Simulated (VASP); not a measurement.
# PbS in VASP: single point with PBE+D3(BJ)

Aim: the single point of PbS with PBE+D3(BJ).

Everything below comes from runs of VASP 6.6.1. Logs are shortened: lines on timing, memory, paths and dates and some standing lists are left out, and cuts for length are marked.

### Step 1. The cell of the first run

The cell holds a slab with vacuum, 16 atoms: a = 8.392 Å, b = 5.934 Å, c = 22.294 Å, α = 90.00°, β = 90.00°, γ = 90.00°.

### Step 2. Single point, PBE+D3(BJ)

INCAR

```
PREC     = Accurate       # precision mode
ENCUT    = 520            # plane-wave cutoff, eV
EDIFF    = 1E-6           # SCF threshold, eV
ISMEAR   = 0              # smearing method
SIGMA    = 0.05           # smearing width, eV
LREAL    = Auto         
LASPH    = True           # aspherical terms in the spheres
NELM     = 60             # most SCF steps
ALGO     = Normal         # electronic algorithm
ISIF     = 2              # what is computed and relaxed
LWAVE    = False          # write WAVECAR
LCHARG   = True           # write CHGCAR
LDIPOL   = True         
IDIPOL   = 3            
DIPOL    = 0.5 0.5 0.504
GGA      = PE             # functional
IVDW     = 12             # dispersion correction
LELF     = True           # ELF
LVHAR    = True         
LVACPOTAV= True         
NBANDS   = 94             # bands
```

KPOINTS

```
regular mesh
0
Gamma
  2 3 1
```

POSCAR

```
PbS
1.0
    8.3923151141      0.0000000000      0.0000000000
    0.0000000000      5.9342629270      0.0000000000
    0.0000000000      0.0000000000     22.2942363356
Pb S
8 8
Direct
    0.2500000000      0.5000000000      0.3588371398
    0.7500000000      0.5000000000      0.3588371398
    0.5000000000      0.0000000000      0.4529457133
    0.0000000000      0.0000000000      0.4529457133
    0.7500000000      0.5000000000      0.5603081597
    0.2500000000      0.5000000000      0.5603081597
    0.0000000000      0.0000000000      0.6445454316
    0.5000000000      0.0000000000      0.6445454316
    0.2500000000      0.0000000000      0.3588371398
    0.7500000000      0.0000000000      0.3588371398
    0.5000000000      0.5000000000      0.4529457133
    0.0000000000      0.5000000000      0.4529457133
    0.7500000000      0.0000000000      0.5624580082
    0.2500000000      0.0000000000      0.5624580082
    0.0000000000      0.5000000000      0.6430124824
    0.5000000000      0.5000000000      0.6430124824
```

Potentials or basis: VASP PAW PBE potentials, release 64 (Pb_d, S).

Run with:

```bash
$ cat potpaw_PBE.64/Pb_d/POTCAR potpaw_PBE.64/S/POTCAR > POTCAR
$ mpirun -np 1 vasp_std > vasp.out
```

OUTCAR:

```text
PREC = Accurate
   ENCUT = 520
   EDIFF = 1E-6
   ISMEAR = 0
   LREAL = Auto
   LASPH = True
   NELM = 60
   ISIF = 2
   GGA = PE
   IVDW = 12
 IVDW          = 12

 ion  position               nearest neighbor table
   1  0.250  0.500  0.359-   9 2.97   9 2.97  12 2.97  11 2.97
   2  0.750  0.500  0.359-  10 2.97  10 2.97  12 2.97  11 2.97
   3  0.500  0.000  0.453-  11 2.97  11 2.97   9 2.97  10 2.97  14 3.22  13 3.22
   4  0.000  0.000  0.453-  12 2.97  12 2.97   9 2.97  10 2.97  14 3.22  13 3.22
   5  0.750  0.500  0.560-  15 2.79  16 2.79  13 2.97  13 2.97  11 3.18  12 3.18   7 4.09   7 4.09
                             8 4.09   8 4.09
   6  0.250  0.500  0.560-  15 2.79  16 2.79  14 2.97  14 2.97  11 3.18  12 3.18   7 4.09   7 4.09
                             8 4.09   8 4.09
   7  0.000  0.000  0.645-  13 2.78  14 2.78  15 2.97  15 2.97   5 4.09   5 4.09   6 4.09   6 4.09
[... 19 lines left out ...]
 A1 = (   0.0000000000,  -5.9342629270,   0.0000000000)
 A2 = (   8.3923151141,   0.0000000000,   0.0000000000)
 A3 = (   0.0000000000,   0.0000000000,  22.2942363356)

Analysis of symmetry for initial positions (statically):
=====================================================================
 Subroutine PRICEL returns following result:

  LATTYP: Found a simple orthorhombic cell.
 ALAT       =     4.1961575571
 B/A-ratio  =     1.4142135624
 C/A-ratio  =     5.3130122100

  Lattice vectors:

 A1 = (   4.1961575571,   0.0000000000,   0.0000000000)
 A2 = (   0.0000000000,   5.9342629270,   0.0000000000)
 A3 = (   0.0000000000,   0.0000000000,  22.2942363356)

   2 primitive cells build up your supercell.

 Routine SETGRP: Setting up the symmetry group for a
 simple orthorhombic supercell.

 Subroutine GETGRP returns: Found  4 space group operations
 (whereof  4 operations were pure point group operations)
 out of a pool of  8 trial point group operations.

The static configuration has the point symmetry C_2v.

Analysis of symmetry for dynamics (positions and initial velocities):
=====================================================================
 Subroutine PRICEL returns following result:

  LATTYP: Found a simple orthorhombic cell.
 ALAT       =     4.1961575571
 B/A-ratio  =     1.4142135624
 C/A-ratio  =     5.3130122100

  Lattice vectors:

 A1 = (   4.1961575571,   0.0000000000,   0.0000000000)
 A2 = (   0.0000000000,   5.9342629270,   0.0000000000)
 A3 = (   0.0000000000,   0.0000000000,  22.2942363356)

   2 primitive cells build up your supercell.

 Routine SETGRP: Setting up the symmetry group for a
[... 108 lines left out ...]
   NELECT =     160.0000    total number of electrons
   NUPDOWN=      -1.0000    fix difference up-down
   EMIN   =  10.00;   EMAX   =-10.00  energy-range for DOS
   EFERMI =   0.00;   METHOD = LEGACY
   ISMEAR =     0;   SIGMA  =   0.05  broadening in eV -4-tet -1-fermi 0-gaus
   EFERMI_NEDOS =   21; number of points for ismear=-14 and -15
   IALGO  =     38    algorithm
   IMIX   =      4    mixing-type and parameters
     AMIX     =   0.40;   BMIX     =  1.00
     AMIX_MAG =   1.60;   BMIX_MAG =  1.00
  volume/ion in A,a.u.               =      69.39       468.29
  Fermi-wavevector in a.u.,A,eV,Ry     =   0.858291  1.621934 10.022909  0.736663
  Thomas-Fermi vector in A             =   1.975473
   LORBIT       =      0    0 simple, 1 ext, 2 COOP (PROOUT), +10 PAW based schemes
   GGA     = PE    functional components
   LHFCALC =     F    Hartree Fock is set to
   AEXX    =    0.0000 exact exchange contribution
   IVDW    =    12    specifies the selected vdW correction
   LEPSILON=     F    determine dielectric tensor
   LRPA    =     F    only Hartree local field effects (RPA)
 non-spin polarized calculation
 Gauss-broadening in eV      SIGMA  =   0.05
  energy-cutoff  :      520.00
  volume of cell :     1110.30
 maximum number of plane-waves:     29952
 NGX is ok and might be reduce to    64
   NGX = 31   NGY = 23   NGZ = 83

 dipolmoment           0.000000      0.000000      0.005692 electrons x Angstroem

 number of electron     159.9999984 magnetization

 dipolmoment           0.000000      0.000000     -0.004050 electrons x Angstroem

 Free energy of the ion-electron system (eV)
  ---------------------------------------------------
  ext. energy  EPLUGINS =         0.00000000
  ---------------------------------------------------
  free energy    TOTEN  =       -68.19370949 eV

  energy without entropy =      -68.19370949  energy(sigma->0) =      -68.19370949

 E-fermi :  -0.7859     XC(G=0):  -4.3022

 val. band max:       -1.0612222189   @ k =   0.0000   0.3333   0.0000
 cond. band min:       0.3434481539   @ k =   0.0000   0.3333   0.0000
 fundamental gap:      1.4046703728
 Fermi energy:        -0.7858984920

 k-point     1 :       0.0000    0.0000    0.0000
  band No.  band energies     occupation
      1     -17.7003      2.00000
      2     -17.6949      2.00000
      3     -17.6854      2.00000
      4     -17.6636      2.00000
      5     -17.6475      2.00000
      6     -17.6308      2.00000
[... 369 lines left out ...]
     91       2.1638      0.00000
     92       2.1638      0.00000
 [bands above 92 left out]

------------------------ aborting loop because EDIFF is reached ----------------------------------------

 Edisp (eV)   -3.99794

 E8    (eV) :    -1.8649

  FORCE on cell =-STRESS in cart. coord.  units (eV):
  Direction    XX          YY          ZZ          XY          YZ          ZX
  --------------------------------------------------------------------------------------
  -------------------------------------------------------------------------------------
  Total      -7.18889    -5.76552    -7.81119     0.00000     0.00000     0.00000
  in kB     -10.37365    -8.31970   -11.27163     0.00000     0.00000     0.00000
  external pressure =       -9.99 kB  Pullay stress =        0.00 kB

 VOLUME and BASIS-vectors are now :
 -----------------------------------------------------------------------------
  energy-cutoff  :      520.00
  volume of cell :     1110.30
      direct lattice vectors                 reciprocal lattice vectors
     8.392315114  0.000000000  0.000000000     0.119156632  0.000000000  0.000000000
     0.000000000  5.934262927  0.000000000     0.000000000  0.168512924  0.000000000
     0.000000000  0.000000000 22.294236336     0.000000000  0.000000000  0.044854642

 POSITION                                       TOTAL-FORCE (eV/Angst)
 -----------------------------------------------------------------------------------
      2.09808      2.96713      8.00000         0.000000      0.000000      0.980411
      6.29424      2.96713      8.00000         0.000000      0.000000      0.980411
      4.19616      0.00000     10.09808         0.000000      0.000000     -0.925130
      0.00000      0.00000     10.09808         0.000000      0.000000     -0.925130
      6.29424      2.96713     12.49164        -0.000000     -0.000000      0.012166
      2.09808      2.96713     12.49164         0.000000     -0.000000      0.012166
[... 8 lines left out ...]
      0.00000      2.96713     14.33547         0.000000      0.000000     -0.009656
      4.19616      2.96713     14.33547         0.000000     -0.000000     -0.009656
 -----------------------------------------------------------------------------------
    total drift:                                0.000000      0.000000     -0.006019

  FREE ENERGIE OF THE ION-ELECTRON SYSTEM (eV)
  ---------------------------------------------------
  free  energy   TOTEN  =       -72.1916500648 eV

  energy  without entropy=      -72.1916500648  energy(sigma->0) =      -72.19165006

 vacuum level on the upper side and lower side of the slab         3.706         3.721
```

Wall time 17 min (1 thread of Intel Xeon Platinum 8259CL at 2.50GHz (Skylake/Cascade Lake), shared host); peak memory 1.1 GiB.

What came out:

- Free energy: -72.1917 eV
- Largest force: 0.980 eV/Å
- Band gap on the k mesh: 1.40 eV
- Dispersion energy per atom: -0.250 eV

Forces in eV/Å, atoms in the order of the input:
```
Pb   0.000  0.000  0.980
Pb   0.000  0.000  0.980
Pb   0.000  0.000 -0.925
Pb   0.000  0.000 -0.925
Pb   0.000  0.000  0.012
Pb   0.000  0.000  0.012
Pb   0.000  0.000  0.006
Pb   0.000  0.000  0.006
S    0.000  0.000  0.820
S    0.000  0.000  0.820
S    0.000  0.000 -0.874
S    0.000  0.000 -0.874
S    0.000  0.000 -0.010
S    0.000  0.000 -0.010
S    0.000  0.000 -0.010
S    0.000  0.000 -0.010
```

Levels at points of the mesh, in eV from the valence-band top:
```csv
k point,band 76,band 77,band 78,band 79,band 80,band 81,band 82,band 83,band 84,band 85
"(0.00, 0.00, 0.00)",-0.87,-0.58,-0.45,-0.43,-0.12,1.61,1.68,1.89,2.46,3.31
"(0.50, 0.00, 0.00)",-1.19,-0.37,-0.37,-0.15,-0.15,2.09,2.09,2.27,2.27,3.11
```

Caveat: spin-orbit coupling is left out, which moves the levels of the heavy elements.
